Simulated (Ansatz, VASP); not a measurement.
## Li3Be2NbP4: VASP beside Ansatz

```
Li Be Nb P
1.0
     3.67321    0.00000    0.00000
     0.00000    3.67321    0.00000
     0.00000    0.00000   11.00112
Li Be Nb P
3 2 1 4
Direct
  0.00000 0.00000 0.50000
  0.00000 0.00000 0.00000
  0.50000 0.50000 0.50000
  0.50000 0.00000 0.67337
  0.00000 0.50000 0.32663
  0.50000 0.50000 0.00000
  0.00000 0.50000 0.85786
  0.50000 0.00000 0.34617
  0.50000 0.00000 0.14214
  0.00000 0.50000 0.65383
```

Change from the starting cell: species swapped into the Tl2FeCu3Te4 type (P-4m2, No. 115).

Alike in both runs: functional PBE; k mesh 10 × 10 × 4; occupations gaussian, width 0.1 eV; no spin polarisation.

Ansatz relaxed the structure, and its values are those at the end. VASP's run is a single point on that final structure, the one shown.

```csv
,VASP,Ansatz
version,VASP 6.6.1,Ansatz 0.2.0
potentials or method,"VASP PAW PBE potentials, release 64 (Li_sv, Be, Nb_sv, P), cutoff 520 eV","scalar-relativistic, plane waves, PAW"
valence electrons in the cell,46,46
```

Ansatz gave:

| Property | Result |
| --- | --- |
| gap on the k mesh at the Fermi level (eV) | none |
| rms of the force components (eV/Å) | 0.001 |

Task: Estimate VASP's values.

Result: gap on the k mesh at the Fermi level (eV): none; rms of the force components (eV/Å): 0.012.

A gap of «none» marks a metal or a gap that the smearing closes.

Noted on VASP's run: the cutoff is under 1.25 times that of the potentials, so the pressure is a little rough.
